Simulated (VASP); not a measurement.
RbSr3:

```xyz
4
Lattice="0.0000 4.9700 4.9700 4.9700 0.0000 4.9700 4.9700 4.9700 0.0000" Properties=species:S:1:pos:R:3 pbc="T T T"
Rb    0.0000    0.0000    0.0000
Sr    4.9700    4.9700    4.9700
Sr    2.4850    2.4850    2.4850
Sr    7.4550    7.4550    7.4550
```

```yaml
Program: VASP 6.6.1
Task: relaxation of cell and atoms
Functional: PBEsol
Potentials_or_basis: VASP PAW PBE potentials, release 64 (Rb_sv, Sr_sv)
Cutoff: 500 eV
k_mesh: 5 × 5 × 5
Occupations: gaussian, width 0.1 eV
Spin: no spin polarisation
```

At the start: pressure -0.5 GPa; volume 61.38 Å³/atom.

Question: How do energy, volume and symmetry change on relaxing?

Answer: Over 3 steps the energy falls by 6.0 meV/atom and the volume is 57.98 Å³/atom (-5.5 %); space group Fm-3m (No. 225, to 0.1 Å) before and after.

The path:
| step | energy change (eV) | largest force (eV/Å) | pressure (GPa) | volume (Å³) |
| --- | --- | --- | --- | --- |
| 1 | 0.0000 | 0.0000 | -0.52 | 245.53 |
| 2 | -0.0176 | 0.0000 | -0.28 | 238.51 |
| 3 | -0.0239 | 0.0000 | -0.02 | 231.90 |

Final structure:
```
Rb Sr
1.0
     0.00000    4.87631    4.87631
     4.87631    0.00000    4.87631
     4.87631    4.87631    0.00000
Rb Sr
1 3
Cartesian
  0.0000 0.0000 0.0000
  4.8763 4.8763 4.8763
  2.4382 2.4382 2.4382
  7.3145 7.3145 7.3145
```

Caveat: the PAW data sets were made with another functional, which shifts forces and pressure a little.
